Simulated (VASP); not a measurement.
Here is a VASP 6.6.1 calculation.

INCAR

```
PREC     = Accurate       # precision mode
ENCUT    = 600            # plane-wave cutoff, eV
EDIFF    = 1E-7           # SCF threshold, eV
ISMEAR   = 1              # smearing method
SIGMA    = 0.1            # smearing width, eV
LREAL    = False          # projectors in reciprocal space
LASPH    = True           # aspherical terms in the spheres
NELM     = 80             # most SCF steps
ALGO     = Normal         # electronic algorithm
ISIF     = 3              # what is computed and relaxed
LWAVE    = False          # write WAVECAR
LCHARG   = False          # write CHGCAR
IBRION   = 2              # ionic algorithm
NSW      = 60             # ionic steps
EDIFFG   = -0.001         # ionic threshold
PSTRESS  = 50.0
```

The input KPOINTS:

```
Automatic mesh
0
Gamma
  10 10 10
  0.5 0.5 0.5
```

Contents of POSCAR:

```
Be3Rh
1.0
    4.2959960000      0.0000000000      0.0000000000
    1.8633794096      3.8708395482      0.0000000000
   -3.0796877570     -1.9354198069      2.2858816947
Be Rh
3 1
Direct
    0.7500000000      0.2500000000      0.5000000000
    0.2500000000      0.7500000000      0.5000000000
    0.5000000000      0.5000000000      0.0000000000
    0.0000000000      0.0000000000      0.0000000000
```

Potentials or basis: VASP PAW LDA potentials, release 64 (Be, Rh_pv).

Command:

```sh
$ cat potpaw_LDA.64/Be/POTCAR potpaw_LDA.64/Rh_pv/POTCAR > POTCAR
$ mpirun -np 1 vasp_std > vasp.out
```

(1) Estimate the relaxed cell.

(2) Estimate the band gap on the k mesh.

(3) Estimate the space group after relaxing (to 0.1 Å).

Answers

(1) a = 4.198 Å, b = 4.198 Å, c = 4.198 Å, α = 135.65°, β = 135.65°, γ = 64.53°.

(2) zero (an odd number of electrons rules out a gap without spin polarisation).

(3) I4/mmm (No. 139).

Caveat: the cell is relaxed towards a set pressure, so the run minimises the enthalpy, not the energy.
